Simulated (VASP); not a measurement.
Set up this calculation in VASP 6.6.1, as the native input.

```yaml
Task: single point
Functional: LDA
Potentials_or_basis: VASP PAW LDA potentials, release 64 (Na_pv, F)
Cutoff: 520 eV
k_mesh: 8 × 8 × 8
Occupations: fermi-dirac, width 0.05 eV
Spin: no spin polarisation
Dipole_correction: no
Further_INCAR_settings: ALGO = Normal; EDIFF = 1e-06; NBANDS = 14
```

The structure of NaF (Villiaumite) lies in POSCAR:

```
NaF
1.0
    0.0000000000      2.3353646862      2.3353646862
    2.3353646862      0.0000000000      2.3353646862
    2.3353646862      2.3353646862      0.0000000000
Na F
1 1
Direct
    0.0000000000      0.0000000000      0.0000000000
    0.5000000000      0.5000000000      0.5000000000
```

The input as run:

INCAR

```
SYSTEM = NaF
ALGO     = Normal         ! electronic algorithm
EDIFF    = 1E-6           ! SCF threshold, eV
ENCUT    = 520            ! plane-wave cutoff, eV
GGA      = CA             ! functional
ISIF     = 2              ! what is computed and relaxed
ISMEAR   = -1             ! smearing method
LASPH    = .True.         ! aspherical terms in the spheres
LCHARG   = .False.        ! write CHGCAR
LREAL    = .False.        ! projectors in reciprocal space
LWAVE    = .False.        ! write WAVECAR
NBANDS   = 14             ! bands
NELM     = 100            ! most SCF steps
PREC     = Accurate       ! precision mode
SIGMA    = 0.05           ! smearing width, eV
```

KPOINTS

```
k-points
0
Gamma
  8 8 8
  0 0 0
```

Potentials or basis: VASP PAW LDA potentials, release 64 (Na_pv, F).

Command:

```bash
$ cat potpaw_LDA.64/Na_pv/POTCAR potpaw_LDA.64/F/POTCAR > POTCAR
$ mpirun -np 1 vasp_std > vasp.out
```

Results of the run:

| Quantity | Value |
| --- | --- |
| Pressure | -5.3 GPa |
| Band gap on the k mesh | 5.83 eV, direct |

Run time: 20 s on 1 thread of AMD EPYC 7R13, on a shared host, peak memory 0.13 GiB.
